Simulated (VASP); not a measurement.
A run of VASP 6.6.1 is set up as follows.

File INCAR:

```
SYSTEM = In
PREC     = Accurate       ! precision mode
ENCUT    = 520            ! plane-wave cutoff, eV
EDIFF    = 1E-6           ! SCF threshold, eV
ISMEAR   = 0              ! smearing method
SIGMA    = 0.1            ! smearing width, eV
LREAL    = .False.        ! projectors in reciprocal space
LASPH    = .True.         ! aspherical terms in the spheres
NELM     = 80             ! most SCF steps
ALGO     = Fast           ! electronic algorithm
ISIF     = 2              ! what is computed and relaxed
LWAVE    = .False.        ! write WAVECAR
LCHARG   = .False.        ! write CHGCAR
NBANDS   = 12             ! bands
```

Contents of KPOINTS:

```
Automatic mesh
0
Gamma
  18 18 18
  0 0 0
```

POSCAR

```
In
1.0
   -1.6329827993      1.6329827993      2.3096678172
    1.6329827993     -1.6329827993      2.3096678172
    1.6329827993      1.6329827993     -2.3096678172
In
1
Direct
    0.0000000000      0.0000000000      0.0000000000
```

Potentials or basis: VASP PAW LDA potentials, release 64 (In_d).

Command:

```bash
$ cat potpaw_LDA.64/In_d/POTCAR > POTCAR
$ mpirun -np 1 vasp_std > vasp.out
```

Task: Estimate the pressure.

Result: 0.1 GPa.
